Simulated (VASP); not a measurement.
Crystal: ZrB.

```xyz
2
Lattice="0.0000 2.2775 2.2775 2.2775 0.0000 2.2775 2.2775 2.2775 0.0000" Properties=species:S:1:pos:R:3 pbc="T T T"
Zr    0.0000    0.0000    0.0000
B     2.2775    2.2775    2.2775
```

Program: VASP 6.6.1. Alike in all runs: task single point; no spin polarisation; cell as given; cutoff (eV) 520.

**Question.** Order these runs on this cell by their pressure, lowest first.
A. level PBE0; potentials or basis VASP PAW PBE potentials, release 64 (Zr_sv, B); k mesh 6 × 6 × 6; smearing fermi-dirac 0.05 eV; grid for exact exchange (PRECFOCK) Normal
B. level r2SCAN+rVV10; potentials or basis VASP PAW PBE potentials, release 64 (Zr_sv, B); k mesh 10 × 10 × 10; smearing methfessel-paxton 0.05 eV
C. level LDA; potentials or basis VASP PAW LDA potentials, release 64 (Zr_sv, B); k mesh 10 × 10 × 10; smearing fermi-dirac 0.05 eV
D. level PBEsol; potentials or basis VASP PAW PBE potentials, release 64 (Zr_sv, B); k mesh 10 × 10 × 10; smearing fermi-dirac 0.05 eV

**Answer.** C (43.9 GPa), D (48.3 GPa), A (53.7 GPa), B (55.4 GPa).

Caveats: some runs use coarse meshes; the PAW data sets were made with another functional, which shifts forces and pressure a little (some runs).
